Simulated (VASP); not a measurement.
ZnS:

```
CELL_PARAMETERS angstrom
3.81100 0.00000 0.00000
-1.90550 3.30042 0.00000
0.00000 0.00000 6.23400
ATOMIC_POSITIONS crystal
Zn 0.33333 0.66667 0.00000
Zn 0.66667 0.33333 0.50000
S 0.33333 0.66667 0.38500
S 0.66667 0.33333 0.88500
```

| Quantity | Value |
| --- | --- |
| Program | VASP 6.6.1 |
| Task | relaxation of cell and atoms |
| Functional | PBE |
| Potentials or basis | VASP PAW PBE potentials, release 64 (Zn, S) |
| Cutoff | 600 eV |
| k mesh | 8 × 8 × 4 |
| Occupations | gaussian, width 0.05 eV |
| Spin | no spin polarisation |

At the start: pressure 2.5 GPa; volume 19.60 Å³/atom.

**Question.** How do energy, volume and symmetry change on relaxing?

**Answer.** Over 12 steps the energy falls by 9.8 meV/atom and the volume is 20.25 Å³/atom (+3.3 %); space group P6_3mc (No. 186, to 0.1 Å) before and after.

Step by step:
| step | energy change (eV) | largest force (eV/Å) | pressure (GPa) | volume (Å³) |
| --- | --- | --- | --- | --- |
| 1 | 0.0000 | 0.3225 | 2.49 | 78.41 |
| 2 | -0.0316 | 0.0914 | -0.84 | 81.91 |
| 3 | -0.0329 | 0.1290 | -0.21 | 81.29 |
| 4 | -0.0329 | 0.1246 | -0.32 | 81.35 |
| 5 | -0.0361 | 0.0677 | -0.12 | 81.11 |
| 6 | -0.0375 | 0.0145 | -0.02 | 80.89 |
| 7 | -0.0358 | 0.1040 | 0.45 | 80.45 |
| 8 | -0.0377 | 0.0096 | 0.06 | 80.79 |
| 9 | -0.0391 | 0.0056 | 0.12 | 80.78 |
| 10 | -0.0391 | 0.0085 | 0.12 | 80.78 |
| 11 | -0.0391 | 0.0086 | 0.11 | 80.78 |
| 12 | -0.0391 | 0.0021 | -0.06 | 80.98 |

Final structure:
```
CELL_PARAMETERS angstrom
3.84885 0.00000 0.00000
-1.92443 3.33320 0.00000
0.00000 0.00000 6.31258
ATOMIC_POSITIONS crystal
Zn 0.33333 0.66667 0.00522
Zn 0.66667 0.33333 0.50522
S 0.33333 0.66667 0.37978
S 0.66667 0.33333 0.87978
```
